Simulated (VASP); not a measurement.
NaPS, 6 atoms in the cell. The structure is tetragonal, space group P4_2/mmc (No. 131). Conventional cell: a = 3.573 Å, b = 3.573 Å, c = 9.449 Å, α = 90.00°, β = 90.00°, γ = 90.00°. Within 3.9 Å of Na (site symmetry mmm) lie 4 P at 2.96 Å and 4 S at 2.96 Å and 4 Na at 3.57 Å. Within 3.3 Å of P (site symmetry -4m2) lie 4 S at 2.53 Å and 4 Na at 2.96 Å. S (site symmetry -4m2) has 4 P at 2.53 Å and 4 Na at 2.96 Å within 3.3 Å. 

```yaml
Program: VASP 6.6.1
Task: single point
Functional: PBE
Potentials_or_basis: VASP PAW PBE potentials, release 64 (Na_pv, P, S)
Cutoff: 520 eV
k_mesh: 10 × 10 × 4
Occupations: gaussian, width 0.1 eV
Spin: no spin polarisation
Dipole_correction: no
Further_INCAR_settings: ALGO = Normal; EDIFF = 1e-06; NBANDS = 27
```

Potentials or basis: VASP PAW PBE potentials, release 64 (Na_pv, P, S).

Launch:

```console
$ cat potpaw_PBE.64/Na_pv/POTCAR potpaw_PBE.64/P/POTCAR potpaw_PBE.64/S/POTCAR > POTCAR
$ mpirun -np 1 vasp_std > vasp.out
```

Hardware: 1 thread of AMD EPYC 9R45 96-Core Processor (Zen 5) (shared host).

**Question.** Estimate the wall time of this run.

**Answer.** Run time: 87 s on 1 thread of AMD EPYC 9R45 96-Core Processor (Zen 5), with other jobs on the host, peak memory 0.29 GiB. Counts: scf iterations 14, k points 63.
